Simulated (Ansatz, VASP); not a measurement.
## One calculation of Sb, two programs

```xyz
1
Lattice="-1.8948 1.8951 1.8950 1.8948 -1.8951 1.8950 1.8948 1.8951 -1.8950" Properties=species:S:1:pos:R:3 pbc="T T T"
Sb    1.8948    0.0000    0.0000
```

Alike in both runs: functional PBE; k mesh 22 × 22 × 22; occupations gaussian, width 0.1 eV; no spin polarisation.

Ansatz relaxed the structure, and its values are those at the end. VASP's run is a single point on that final structure, the one shown.

```csv
,VASP,Ansatz
version,VASP 6.6.1,Ansatz 0.2.0
potentials or method,"VASP PAW PBE potentials, release 64 (Sb), cutoff 520 eV","scalar-relativistic, plane waves, PAW"
valence electrons in the cell,5,15
```

VASP gave:

| Quantity | Value |
| --- | --- |
| gap on the k mesh at the Fermi level (eV) | none |
| pressure (GPa) | -0.1 |

Estimate Ansatz's values.

gap on the k mesh at the Fermi level (eV): none; pressure (GPa): 0.0.

A gap of «none» marks a metal or a gap that the smearing closes. VASP's potentials hold 5 valence electrons a cell and Ansatz's 15, so a difference there can come from the potentials and not from the codes.

Neither program's run includes spin-orbit coupling.
